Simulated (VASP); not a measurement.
Here is a VASP 6.6.1 calculation.

The input INCAR:

```
ALGO = Normal
EDIFF = 1E-6
ENCUT = 520
GGA = PE
ISIF = 2
ISMEAR = 0
LASPH = T
LCHARG = F
LREAL = F
LWAVE = F
NBANDS = 28
NELM = 100
PREC = Accurate
SIGMA = 0.05
```

Contents of KPOINTS:

```
k-points
0
Gamma
  6 6 6
```

POSCAR

```
BaTiO3
1.0
    2.6233180878      1.5145734042      2.8066799406
   -2.6233180878      1.5145734042      2.8066799406
    0.0000000000     -3.0291468083      2.8066799406
Ba Ti O
1 1 3
Direct
    0.0049545205      0.0049545205      0.0049545205
    0.5191875227      0.5191875227      0.5191875227
    0.4883938465      0.4883938465      0.9777702638
    0.4883938465      0.9777702638      0.4883938465
    0.9777702638      0.4883938465      0.4883938465
```

Potentials or basis: VASP PAW PBE potentials, release 64 (Ba_sv, Ti_sv, O).

The run is started by

```bash
$ cat potpaw_PBE.64/Ba_sv/POTCAR potpaw_PBE.64/Ti_sv/POTCAR potpaw_PBE.64/O/POTCAR > POTCAR
$ mpirun -np 1 vasp_std > vasp.out
```

Question: Estimate the largest force.

Answer: 1.596 eV/Å.

Question: Predict the band gap on the k mesh.

Answer: 1.87 eV, indirect (least direct gap 2.09 eV).

Question: Predict the pressure.

Answer: 8.7 GPa.

Stress tensor (GPa, compression positive):
```
 25.73   0.00   0.00
  0.00  25.73   0.00
  0.00   0.00 -25.21
```

Caveat: spin-orbit coupling is left out, which moves the levels of the heavy elements; forces of over 1 eV/Å act on the atoms, so gaps and moduli don't describe the material at rest. A k mesh can miss the band edges.
